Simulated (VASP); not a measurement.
A run of VASP 6.6.1 is set up as follows.

File INCAR:

```
PREC = Accurate
ENCUT = 600
EDIFF = 1E-7
ISMEAR = -1
SIGMA = 0.02
LREAL = F
LASPH = T
NELM = 120
ALGO = Normal
ISIF = 3
LWAVE = F
LCHARG = F
GGA = PS
IBRION = 2
NSW = 80
EDIFFG = -0.005
GGA_COMPAT = F
NELMIN = 4
```

KPOINTS

```
Automatic mesh
0
Gamma
  6 6 6
```

File POSCAR:

```
BaF2
1.0
    0.0000000000      3.1224950771      3.1224950771
    3.1224950771      0.0000000000      3.1224950771
    3.1224950771      3.1224950771      0.0000000000
Ba F
1 2
Direct
    0.0000000000      0.0000000000      0.0000000000
    0.2500000000      0.2500000000      0.2500000000
    0.7500000000      0.7500000000      0.7500000000
```

Potentials or basis: VASP PAW PBE potentials, release 64 (Ba_sv, F).

Run with:

```sh
$ cat potpaw_PBE.64/Ba_sv/POTCAR potpaw_PBE.64/F/POTCAR > POTCAR
$ mpirun -np 1 vasp_std > vasp.out
```

Task: Estimate the space group after relaxing (to 0.1 Å).

Result: Fm-3m (No. 225).

Task: Predict the relaxed cell.

Result: a = 4.367 Å, b = 4.367 Å, c = 4.367 Å, α = 60.00°, β = 60.00°, γ = 60.00°.

Final structure:
```cif
data_structure
_symmetry_space_group_name_H-M 'P 1'
_symmetry_Int_Tables_number 1
_cell_length_a 4.3667
_cell_length_b 4.3667
_cell_length_c 4.3667
_cell_angle_alpha 60.000
_cell_angle_beta 60.000
_cell_angle_gamma 60.000
_cell_volume 58.88
loop_
_atom_site_label
_atom_site_type_symbol
_atom_site_fract_x
_atom_site_fract_y
_atom_site_fract_z
_atom_site_occupancy
Ba1 Ba 0.00000 0.00000 0.00000 1
F1 F 0.25000 0.25000 0.25000 1
F2 F 0.75000 0.75000 0.75000 1
```
